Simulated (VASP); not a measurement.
Crystal: La2SnO4.

```
CELL_PARAMETERS angstrom
-2.13823 2.13823 6.52761
2.13823 -2.13823 6.52761
2.13823 2.13823 -6.52761
ATOMIC_POSITIONS crystal
La 0.35290 0.35290 0.00000
La 0.64710 0.64710 0.00000
Sn 0.00000 0.00000 0.00000
O 0.50000 0.00000 0.50000
O 0.00000 0.50000 0.50000
O 0.75000 0.25000 0.50000
O 0.25000 0.75000 0.50000
```

The cell was generated, and may not be a known phase.

- Program: VASP 6.6.1
- Task: relaxation of cell and atoms
- Functional: PBE
- Potentials or basis: VASP PAW PBE potentials, release 64 (La, Sn_d, O)
- Cutoff: 600 eV
- k mesh: 4 × 4 × 4
- Occupations: gaussian, width 0.15 eV
- Spin: no spin polarisation

At the start: pressure -3.8 GPa; volume 17.05 Å³/atom.

**Question.** Where does the relaxation end?

**Answer.** Over 5 steps the energy falls by 66.1 meV/atom and the volume is 16.62 Å³/atom (-2.5 %); space group I4/mmm (No. 139, to 0.1 Å) before and after.

The path:
```tsv
step	energy change (eV)	largest force (eV/Å)	pressure (GPa)	volume (Å³)
1	0.0000	2.6037	-3.79	119.38
2	-0.4064	0.2510	3.75	112.53
3	-0.4085	0.4229	3.14	112.97
4	-0.4599	0.0071	-0.86	117.11
5	-0.4625	0.0779	-0.16	116.34
```

Final structure:
```
CELL_PARAMETERS angstrom
-2.14304 2.14304 6.33283
2.14304 -2.14304 6.33283
2.14304 2.14304 -6.33283
ATOMIC_POSITIONS crystal
La 0.34140 0.34140 0.00000
La 0.65860 0.65860 0.00000
Sn 0.00000 0.00000 0.00000
O 0.50000 0.00000 0.50000
O 0.00000 0.50000 0.50000
O 0.75000 0.25000 0.50000
O 0.25000 0.75000 0.50000
```

Caveat: the relaxation stopped at a loose force limit of 0.08 eV/Å, so its end isn't a converged minimum.
